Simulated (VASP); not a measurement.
Hf:

```
Hf
1.0
     3.02938    0.00000    0.00000
     0.00000    4.59258    0.00000
     0.00000    0.00000    3.14184
Hf
2
Direct
  0.00000 0.00000 0.64489
  0.50000 0.50000 0.35511
```

```yaml
Program: VASP 6.6.1
Task: relaxation of cell and atoms
Functional: PBE
Potentials_or_basis: VASP PAW PBE potentials, release 64 (Hf_pv)
Cutoff: 600 eV
k_mesh: 6 × 4 × 6
Occupations: gaussian, width 0.1 eV
Spin: no spin polarisation
```

At the start: pressure 5.7 GPa; volume 21.86 Å³/atom.

Where does the relaxation end?

Over 16 steps the energy falls by 291.3 meV/atom and the volume is 22.47 Å³/atom (+2.8 %); space group I4/mmm (No. 139, to 0.05 Å).

Step by step:
```tsv
step	energy change (eV)	largest force (eV/Å)	pressure (GPa)	volume (Å³)
1	0.0000	1.5690	5.68	43.71
2	-0.1902	0.8789	-6.00	48.75
3	-0.1972	0.9361	-4.29	47.81
4	-0.3506	0.7685	-0.90	45.67
5	-0.4056	0.4842	3.27	43.68
6	-0.4947	0.0792	0.93	44.55
7	-0.5295	0.2041	-1.25	45.57
8	-0.5569	0.3853	1.23	44.58
9	-0.5585	0.3453	0.78	44.77
10	-0.5705	0.2304	-0.83	45.46
11	-0.5715	0.1923	-1.44	45.73
12	-0.5789	0.1160	-0.29	45.20
13	-0.5799	0.0837	0.32	44.93
14	-0.5815	0.0522	0.09	45.02
15	-0.5826	0.0106	-0.29	45.18
16	-0.5827	0.0024	0.25	44.94
```

Final structure:
```yaml
crystal:
  lattice:
    - [3.14787, 0.00000, 0.00000]
    - [0.00000, 4.53868, 0.00000]
    - [0.00000, 0.00000, 3.14553]
  atoms:
    - { symbol: Hf, position: [0.00000, 0.00000, 0.75033] }
    - { symbol: Hf, position: [0.50000, 0.50000, 0.24967] }
```
